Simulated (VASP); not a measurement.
# Si3Mo in VASP: notebook

Runs on Si3Mo. Level: PBE. Tasks: single point, relaxation of the atoms.

Everything below comes from runs of VASP 6.6.1. Logs are shortened: lines on timing, memory, paths and dates and some standing lists are left out, and cuts for length are marked.

**1. The cell of the first run**

The cell holds a slab with vacuum, 8 atoms: a = 3.217 Å, b = 3.217 Å, c = 24.213 Å, α = 90.00°, β = 90.00°, γ = 90.00°.

**2. Single point, PBE**

File INCAR:

```
PREC = Accurate
ENCUT = 520
EDIFF = 1E-6
ISMEAR = 0
SIGMA = 0.1
LREAL = F
LASPH = T
NELM = 100
ALGO = Normal
ISIF = 2
LWAVE = F
LCHARG = F
LDIPOL = T
IDIPOL = 3
DIPOL = 0.5 0.5 0.500
GGA = PE
NBANDS = 36
```

File KPOINTS:

```
regular mesh
0
Gamma
  11 11 1
```

File POSCAR:

```
Si3Mo
1.0
    3.2168473669      0.0000000000      0.0000000000
    0.0000000000      3.2168473669      0.0000000000
    0.0000000000      0.0000000000     24.2129944606
Si Mo
6 2
Direct
    0.5000000000      0.5000000000      0.3097510311
    0.0000000000      0.0000000000      0.3650921602
    0.0000000000      0.0000000000      0.4723294355
    0.5000000000      0.5000000000      0.5276705645
    0.5000000000      0.5000000000      0.6349078398
    0.0000000000      0.0000000000      0.6902489689
    0.5000000000      0.5000000000      0.4187107978
    0.0000000000      0.0000000000      0.5812892022
```

Potentials or basis: VASP PAW PBE potentials, release 64 (Si, Mo_sv).

Started as:

```sh
$ cat potpaw_PBE.64/Si/POTCAR potpaw_PBE.64/Mo_sv/POTCAR > POTCAR
$ mpirun -np 1 vasp_std > vasp.out
```

OUTCAR:

```text
PREC = Accurate
   ENCUT = 520
   EDIFF = 1E-6
   ISMEAR = 0
   LREAL = F
   LASPH = T
   NELM = 100
   ISIF = 2
   GGA = PE

 ion  position               nearest neighbor table
   1  0.500  0.500  0.310-   7 2.64   2 2.64   2 2.64   2 2.64   2 2.64
   2  0.000  0.000  0.365-   3 2.60   7 2.62   7 2.62   7 2.62   7 2.62   1 2.64   1 2.64   1 2.64
                             1 2.64
   3  0.000  0.000  0.472-   2 2.60   7 2.62   7 2.62   7 2.62   7 2.62   8 2.64   4 2.64   4 2.64
                             4 2.64   4 2.64
   4  0.500  0.500  0.528-   5 2.60   8 2.62   8 2.62   8 2.62   8 2.62   7 2.64   3 2.64   3 2.64
                             3 2.64   3 2.64
   5  0.500  0.500  0.635-   4 2.60   8 2.62   8 2.62   8 2.62   8 2.62   6 2.64   6 2.64   6 2.64
                             6 2.64
   6  0.000  0.000  0.690-   8 2.64   5 2.64   5 2.64   5 2.64   5 2.64
   7  0.500  0.500  0.419-   2 2.62   2 2.62   2 2.62   2 2.62   3 2.62   3 2.62   3 2.62   3 2.62
                             4 2.64   1 2.64
   8  0.000  0.000  0.581-   5 2.62   5 2.62   5 2.62   5 2.62   4 2.62   4 2.62   4 2.62   4 2.62
                             3 2.64   6 2.64

  LATTYP: Found a simple tetragonal cell.
 ALAT       =     3.2168473669
 C/A-ratio  =     7.5269329561

  Lattice vectors:

 A1 = (   3.2168473669,   0.0000000000,   0.0000000000)
 A2 = (   0.0000000000,   3.2168473669,   0.0000000000)
 A3 = (   0.0000000000,   0.0000000000,  24.2129944606)

Analysis of symmetry for initial positions (statically):
=====================================================================
 Subroutine PRICEL returns:
 Original cell was already a primitive cell.

 Routine SETGRP: Setting up the symmetry group for a
 simple tetragonal supercell.

 Subroutine GETGRP returns: Found 16 space group operations
 (whereof  8 operations were pure point group operations)
 out of a pool of 16 trial point group operations.

The static configuration has the point symmetry C_4v.
 The point group associated with its full space group is D_4h.

Analysis of symmetry for dynamics (positions and initial velocities):
=====================================================================
 Subroutine PRICEL returns:
 Original cell was already a primitive cell.

 Routine SETGRP: Setting up the symmetry group for a
 simple tetragonal supercell.

 Subroutine GETGRP returns: Found 16 space group operations
 (whereof  8 operations were pure point group operations)
 out of a pool of 16 trial point group operations.

The dynamic configuration has the point symmetry C_4v.
 The point group associated with its full space group is D_4h.

 Subroutine INISYM returns: Found 16 space group operations
 (whereof  8 operations are pure point group operations),
 and found     1 'primitive' translations

----------------------------------------------------------------------------------------

                                     Primitive cell

  volume of cell :     250.5587

  direct lattice vectors                    reciprocal lattice vectors
     3.216847367  0.000000000  0.000000000     0.310863366  0.000000000  0.000000000
     0.000000000  3.216847367  0.000000000     0.000000000  0.310863366  0.000000000
     0.000000000  0.000000000 24.212994461     0.000000000  0.000000000  0.041300137

  length of vectors
     3.216847367  3.216847367 24.212994461     0.310863366  0.310863366  0.041300137

  position of ions in fractional coordinates (direct lattice)
     0.500000000  0.500000000  0.309751031
     0.000000000  0.000000000  0.365092160
     0.000000000  0.000000000  0.472329436
     0.500000000  0.500000000  0.527670564
     0.500000000  0.500000000  0.634907840
     0.000000000  0.000000000  0.690248969
     0.500000000  0.500000000  0.418710798
     0.000000000  0.000000000  0.581289202

  ion indices of the primitive-cell ions
   primitive index   ion index
                 1           1
                 2           2
                 3           3
                 4           4
                 5           5
                 6           6
                 7           7
                 8           8

----------------------------------------------------------------------------------------

 KPOINTS: regular mesh

Automatic generation of k-mesh.
 Grid dimensions read from file:
 generate k-points for:   11   11    1

 Generating k-lattice:

  Cartesian coordinates                     Fractional coordinates (reciprocal lattice)
     0.028260306  0.000000000  0.000000000     0.090909091  0.000000000  0.000000000
     0.000000000  0.028260306  0.000000000     0.000000000  0.090909091  0.000000000
     0.000000000  0.000000000  0.041300137     0.000000000  0.000000000  1.000000000

  Length of vectors
     0.028260306  0.028260306  0.041300137

  Shift w.r.t. Gamma in fractional coordinates (k-lattice)
     0.000000000  0.000000000  0.000000000

 Subroutine IBZKPT returns following result:
 ===========================================

 Found     21 irreducible k-points:

 Following reciprocal coordinates:
            Coordinates               Weight
  0.000000  0.000000  0.000000      1.000000
  0.090909  0.000000  0.000000      4.000000
  0.181818  0.000000  0.000000      4.000000
  0.272727  0.000000  0.000000      4.000000
  0.363636  0.000000  0.000000      4.000000
  0.454545  0.000000  0.000000      4.000000
[... 13 lines left out ...]
  0.454545  0.363636  0.000000      8.000000
  0.454545  0.454545  0.000000      4.000000
   k-points           NKPTS =     21   k-points in BZ     NKDIM =     21   number of bands    NBANDS=     36
   number of dos      NEDOS =    301   number of ions     NIONS =      8
   total plane-waves  NPLWV = 103680
   dimension x,y,z NGX =    24 NGY =   24 NGZ =  180
   dimension x,y,z NGXF=    48 NGYF=   48 NGZF=  360
   ions per type =               6   2
   NGX,Y,Z   is equivalent  to a cutoff of  12.40, 12.40, 12.36 a.u.
   NGXF,Y,Z  is equivalent  to a cutoff of  24.81, 24.81, 24.72 a.u.
 SYSTEM =  unknown system
   PREC   = accura    normal or accurate (medium, high low for compatibility)
   ISTART =      0    job   : 0-new  1-cont  2-samecut
   ICHARG =      2    charge: 1-file 2-atom 10-const
   ISPIN  =      1    spin polarized calculation?
   LNONCOLLINEAR =      F non collinear calculations
   LSORBIT =      F    spin-orbit coupling
   LASPH  =      T    aspherical Exc in radial PAW
   ENCUT  =  520.0 eV  38.22 Ry    6.18 a.u.   5.98  5.98 45.02*2*pi/ulx,y,z
   NELM   =    100;   NELMIN=  2; NELMDL= -5     # of ELM steps
   EDIFF  = 0.1E-05   stopping-criterion for ELM
   LREAL  =      F    real-space projection
   EDIFFG = 0.1E-04   stopping-criterion for IOM
   NSW    =      0    number of steps for IOM
   IBRION =     -1    ionic relax: 0-MD 1-quasi-New 2-CG
   NFREE  =      0    steps in history (QN), initial steepest desc. (CG)
   ISIF   =      2    stress and relaxation
   ISYM   =      2    0-nonsym 1-usesym 2-fastsym
   POTIM  = 0.5000    time-step for ionic-motion
   TEBEG  =    0.0;   TEEND  =   0.0 temperature during run
   PSTRESS=    0.0 pullay stress
   NELECT =      52.0000    total number of electrons
   NUPDOWN=      -1.0000    fix difference up-down
   EMIN   =  10.00;   EMAX   =-10.00  energy-range for DOS
   EFERMI =   0.00;   METHOD = LEGACY
   ISMEAR =     0;   SIGMA  =   0.10  broadening in eV -4-tet -1-fermi 0-gaus
   EFERMI_NEDOS =   21; number of points for ismear=-14 and -15
   IALGO  =     38    algorithm
   IMIX   =      4    mixing-type and parameters
     AMIX     =   0.40;   BMIX     =  1.00
     AMIX_MAG =   1.60;   BMIX_MAG =  1.00
  volume/ion in A,a.u.               =      31.32       211.36
  Fermi-wavevector in a.u.,A,eV,Ry     =   0.969258  1.831632 12.782149  0.939461
  Thomas-Fermi vector in A             =   2.099296
   LORBIT       =      0    0 simple, 1 ext, 2 COOP (PROOUT), +10 PAW based schemes
   GGA     = PE    functional components
   LHFCALC =     F    Hartree Fock is set to
   AEXX    =    0.0000 exact exchange contribution
   IVDW    =     0    specifies the selected vdW correction
   LEPSILON=     F    determine dielectric tensor
   LRPA    =     F    only Hartree local field effects (RPA)
 non-spin polarized calculation
 Gauss-broadening in eV      SIGMA  =   0.10
  energy-cutoff  :      520.00
  volume of cell :      250.56
 maximum number of plane-waves:      6820
 NGX is ok and might be reduce to    24
   NGX = 11   NGY = 11   NGZ = 91

 dipolmoment           0.000000      0.000000     -0.000000 electrons x Angstroem

 number of electron      52.0000006 magnetization

 dipolmoment           0.000000      0.000000      0.000000 electrons x Angstroem

 Free energy of the ion-electron system (eV)
  ---------------------------------------------------
  ext. energy  EPLUGINS =         0.00000000
  ---------------------------------------------------
  free energy    TOTEN  =       -54.27123287 eV

  energy without entropy =      -54.24628316  energy(sigma->0) =      -54.25875802

 E-fermi :   2.1280     XC(G=0):  -6.1503

 val. band max:        2.1156439967   @ k =   0.0909   0.0909   0.0000
 cond. band min:       2.1466712419   @ k =   0.3636   0.3636   0.0000
 fundamental gap:      0.0310272452
 Fermi energy:         2.1279846091

 k-point     1 :       0.0000    0.0000    0.0000
  band No.  band energies     occupation
      1     -58.4037      2.00000
      2     -58.4034      2.00000
      3     -32.5327      2.00000
      4     -32.5213      2.00000
      5     -32.4951      2.00000
      6     -32.4951      2.00000
[... 28 lines left out ...]
     35       5.9343      0.00000
     36       6.7107      0.00000
[... 749 lines left out ...]
      6     -32.6936      2.00000
[... 28 lines left out ...]
     35       6.0692      0.00000
     36       6.1724      0.00000

------------------------ aborting loop because EDIFF is reached ----------------------------------------

 vacuum level on the upper side and lower side of the slab       (xc-potential included)        -0.179        -0.179

  FORCE on cell =-STRESS in cart. coord.  units (eV):
  Direction    XX          YY          ZZ          XY          YZ          ZX
  --------------------------------------------------------------------------------------
  -------------------------------------------------------------------------------------
  Total       -2.3082480     -2.3082480      2.2783585      0.0000000     -0.0000000      0.0000000
  in kB      -14.7599076    -14.7599076     14.5687814      0.0000000     -0.0000000      0.0000000
  external PRESSURE =      -4.9836779 kB  Pullay stress =       0.0000000 kB

 VOLUME and BASIS-vectors are now :
 -----------------------------------------------------------------------------
  energy-cutoff  :      520.00
  volume of cell :      250.56
      direct lattice vectors                 reciprocal lattice vectors
     3.216847367  0.000000000  0.000000000     0.310863366  0.000000000  0.000000000
     0.000000000  3.216847367  0.000000000     0.000000000  0.310863366  0.000000000
     0.000000000  0.000000000 24.212994461     0.000000000  0.000000000  0.041300137

 POSITION                                       TOTAL-FORCE (eV/Angst)
 -----------------------------------------------------------------------------------
      1.60842      1.60842      7.50000         0.000000      0.000000     -0.008199
      0.00000      0.00000      8.83997         0.000000      0.000000     -0.363387
      0.00000      0.00000     11.43651         0.000000      0.000000      0.139459
      1.60842      1.60842     12.77648         0.000000     -0.000000     -0.139459
      1.60842      1.60842     15.37302         0.000000     -0.000000      0.363387
      0.00000      0.00000     16.71299         0.000000     -0.000000      0.008199
      1.60842      1.60842     10.13824        -0.000000      0.000000     -0.011130
      0.00000      0.00000     14.07475         0.000000      0.000000      0.011130
 -----------------------------------------------------------------------------------
    total drift:                                0.000000     -0.000000      0.000000

  FREE ENERGIE OF THE ION-ELECTRON SYSTEM (eV)
  ---------------------------------------------------
  free  energy   TOTEN  =       -54.2712328671 eV

  energy  without entropy=      -54.2462831647  energy(sigma->0) =      -54.25875802

 vacuum level on the upper side and lower side of the slab         7.139         7.139
```

It took 4.3 min on 1 thread of AMD EPYC 9R45 (Zen 5), shared host; peak memory 0.36 GiB.

Results:

```yaml
Free_energy: -54.2712 eV
Largest_force: 0.363 eV/Å
Band_gap_on_the_k_mesh: zero (bands 26 and 27 overlap by 1.03 eV)
```

Forces in eV/Å, atoms in the order of the input:
```
Si   0.000  0.000 -0.008
Si   0.000  0.000 -0.363
Si   0.000  0.000  0.139
Si   0.000  0.000 -0.139
Si   0.000  0.000  0.363
Si   0.000  0.000  0.008
Mo   0.000  0.000 -0.011
Mo   0.000  0.000  0.011
```

Levels at points of the mesh, in eV from the Fermi level:
```
           k point  band 22  band 23  band 24  band 25  band 26  band 27  band 28  band 29  band 30  band 31
(0.00, 0.00, 0.00)    -1.24     0.12     0.12     0.58     0.64     1.37     1.72     1.72     1.99     2.91
```

**3. Single point, PBE**

File INCAR:

```
  PREC = Accurate
  ENCUT = 520
  EDIFF = 1E-6
  ISMEAR = 0
  SIGMA = 0.1
  LREAL = False
  LASPH = True
  NELM = 100
  ALGO = Normal
  ISIF = 2
  LWAVE = False
  LCHARG = False
  LDIPOL = True
  IDIPOL = 3
  DIPOL = 0.5 0.5 0.500
  GGA = PE
  NBANDS = 36
```

KPOINTS is that of step 2.

File POSCAR:

```
Si3Mo
1.0
    3.2168473669      0.0000000000      0.0000000000
    0.0000000000      3.2168473669      0.0000000000
    0.0000000000      0.0000000000     24.2129944606
Si Mo
6 2
Direct
    0.5000000000      0.5000000000      0.3088647677
    0.0000000000      0.0000000000      0.3627177673
    0.0000000000      0.0000000000      0.4721220093
    0.5000000000      0.5000000000      0.5278779938
    0.5000000000      0.5000000000      0.6372822309
    0.0000000000      0.0000000000      0.6911352312
    0.5000000000      0.5000000000      0.4178796395
    0.0000000000      0.0000000000      0.5821203603
```

Potentials or basis: VASP PAW PBE potentials, release 64 (Si, Mo_sv).

Started as:

```sh
$ cat potpaw_PBE.64/Si/POTCAR potpaw_PBE.64/Mo_sv/POTCAR > POTCAR
$ mpirun -np 1 vasp_std > vasp.out
```

It took 3.6 min on 1 thread of AMD EPYC 9R45 (Zen 5), shared host; peak memory 0.36 GiB.

The run converged. Its results:

* Free energy: -54.2922 eV
* Largest force: 0.013 eV/Å
* Band gap on the k mesh: zero (bands 26 and 27 overlap by 1.03 eV)

Forces in eV/Å, atoms in the order of the input:
```
Si   0.000  0.000 -0.003
Si   0.000  0.000 -0.013
Si   0.000  0.000  0.008
Si   0.000  0.000 -0.008
Si   0.000  0.000  0.013
Si   0.000  0.000  0.003
Mo   0.000  0.000  0.002
Mo   0.000  0.000 -0.002
```

Levels at points of the mesh, in eV from the Fermi level:
| k point | band 24 | band 25 | band 26 | band 27 | band 28 | band 29 |
| --- | --- | --- | --- | --- | --- | --- |
| (0.00, 0.00, 0.00) | 0.14 | 0.67 | 0.73 | 1.37 | 1.70 | 1.70 |

**4. Single point, PBE**

File INCAR:

```
PREC = Accurate
ENCUT = 520
EDIFF = 1E-7
ISMEAR = 0
SIGMA = 0.1
LREAL = F
LASPH = T
NELM = 80
ALGO = Normal
ISIF = 2
LWAVE = F
LCHARG = F
LDIPOL = T
IDIPOL = 3
DIPOL = 0.5 0.5 0.500
GGA = PE
EFIELD = -0.6
NBANDS = 36
```

File KPOINTS:

```
Automatic mesh
0
Gamma
  11 11 1
```

File POSCAR:

```
Si3Mo
1.0
    3.2168473669      0.0000000000      0.0000000000
    0.0000000000      3.2168473669      0.0000000000
    0.0000000000      0.0000000000     24.2129944606
Si Mo
6 2
Direct
    0.5000000000      0.5000000000      0.3097510311
    0.0000000000      0.0000000000      0.3650921602
    0.0000000000      0.0000000000      0.4723294355
    0.5000000000      0.5000000000      0.5276705645
    0.5000000000      0.5000000000      0.6349078398
    0.0000000000      0.0000000000      0.6902489689
    0.5000000000      0.5000000000      0.4187107978
    0.0000000000      0.0000000000      0.5812892022
```

Started as:

```sh
$ cat potpaw_PBE.64/Si/POTCAR potpaw_PBE.64/Mo_sv/POTCAR > POTCAR
$ mpirun -np 1 vasp_std > vasp.out
```

Run time: 4.9 min. Hardware: 1 thread of AMD EPYC 9R45 (Zen 5), shared host; peak memory 0.36 GiB.

It converged, with:

| Quantity | Value |
| --- | --- |
| Free energy | -54.3928 eV |
| Largest force | 0.368 eV/Å |
| Band gap on the k mesh | zero (bands 26 and 27 overlap by 1.03 eV) |

Forces on the atoms (eV/Å):
```
Si   0.000  0.000  0.005
Si   0.000  0.000 -0.361
Si   0.000  0.000  0.134
Si   0.000  0.000 -0.145
Si   0.000  0.000  0.368
Si   0.000  0.000  0.041
Mo   0.000  0.000 -0.031
Mo   0.000  0.000 -0.011
```

Levels at points of the mesh, in eV from the Fermi level:
| k point | band 23 | band 24 | band 25 | band 26 | band 27 | band 28 | band 29 | band 30 |
| --- | --- | --- | --- | --- | --- | --- | --- | --- |
| (0.00, 0.00, 0.00) | 0.12 | 0.12 | 0.58 | 0.64 | 1.34 | 1.72 | 1.72 | 1.99 |

(Continued in part 2 of 2.)
